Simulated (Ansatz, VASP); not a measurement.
**Pb in VASP and in Ansatz**

```
Pb
1.0
     3.54960    0.00000    0.00000
    -1.77480    3.07404    0.00000
     0.00000    0.00000    5.59000
Pb
2
Direct
  0.33333 0.66667 0.25000
  0.66667 0.33333 0.75000
```

Change from the starting cell: equal xx and yy strain of +2 %.

Alike in both runs: task single point; functional PBEsol; k mesh 14 × 14 × 8; occupations fermi-dirac, width 0.08 eV; no spin polarisation.

|  | VASP | Ansatz |
| --- | --- | --- |
| version | VASP 6.6.1 | Ansatz 0.2.0 |
| potentials or method | VASP PAW PBE potentials, release 64 (Pb_d), cutoff 520 eV | all-electron LAPW, scalar-relativistic |

```csv
,VASP,Ansatz,Ansatz less VASP
pressure (GPa),-0.8,-0.8,+0.07
"traceless stress, the component that is largest in VASP (GPa)",1.51,1.51,+0.006
```

VASP's potentials were made for PBE, not for PBEsol. Ansatz ran all-electron here, and VASP with PAW potentials.

Neither program's run includes spin-orbit coupling.
